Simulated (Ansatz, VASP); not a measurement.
**One calculation of SiO2, two programs**

Contents of POSCAR:

```
SiO2
1.0
    0.0000000000      2.2320179101      2.2320179101
    2.2320179101      0.0000000000      2.2320179101
    2.2320179101      2.2320179101      0.0000000000
Si O
1 2
Direct
    0.0000000000      0.0000000000      0.0000000000
    0.2500000000      0.2500000000      0.2500000000
    0.7500000000      0.7500000000      0.7500000000
```

Contents of INCAR.step1:

```
ALGO = Normal
EDIFF = 1E-4
ENCUT = 520
GGA = PE
ISMEAR = 0
LASPH = T
LCHARG = F
LREAL = F
LWAVE = T
NBANDS = 15
NELM = 80
PREC = Accurate
SIGMA = 0.01
```

File INCAR.step2:

```
ALGO = Normal
EDIFF = 1E-6
ENCUT = 520
ISIF = 2
ISMEAR = 0
ISTART = 1
LASPH = T
LCHARG = F
LMIXTAU = T
LREAL = F
LWAVE = F
METAGGA = R2SCAN
NBANDS = 15
NELM = 80
PREC = Accurate
SIGMA = 0.01
```

The input KPOINTS:

```
k-points
0
Gamma
  10 10 10
```

Input for Ansatz:

```yaml
crystal:
  lattice:
    - [0.0, 2.2320179101, 2.2320179101]
    - [2.2320179101, 0.0, 2.2320179101]
    - [2.2320179101, 2.2320179101, 0.0]
  atoms:
    - { symbol: Si, position: [0.0, 0.0, 0.0] }
    - { symbol: O, position: [0.25, 0.25, 0.25] }
    - { symbol: O, position: [0.75, 0.75, 0.75] }
kpoints:
  mp_grid: { grid: [10, 10, 10] }
  band_path:
    path:
      - [0.0, 0.0, 0.0]
      - [0.5, 0.0, 0.5]
      - [0.625, 0.25, 0.625]
      - [0.375, 0.375, 0.75]
      - [0.5, 0.5, 0.5]
      - [0.5, 0.25, 0.75]
      - [0.0, 0.5, 0.5]
    npoints: 1
hamiltonian:
  xc: r2scan
scf:
  occupations: { method: fixed }
  n_extra_bands: 4
output:
  forces: true
  stress: true
  eigenvalues: true
```

Change from the starting cell: hydrostatic strain -1.4%.

Alike in both runs: task single point; functional r2SCAN; k mesh 10 × 10 × 10; no spin polarisation.

|  | VASP | Ansatz |
| --- | --- | --- |
| version | VASP 6.6.1 | Ansatz 0.2.0 |
| potentials or method | VASP PAW PBE potentials, release 64 (Si, O) | plane waves, PAW |
| plane-wave cutoff (eV) | 520 | 500 |
| occupations | gaussian, width 0.01 eV | fixed |
| valence electrons in the cell | 16 | 16 |

|  | VASP | Ansatz | Ansatz less VASP |
| --- | --- | --- | --- |
| gap on the k mesh at the Fermi level (eV) | 2.74 | 2.77 | +0.036 |
| pressure (GPa) | 15.0 | 14.5 | -0.58 |

VASP's potentials were made for PBE, not for r2SCAN.
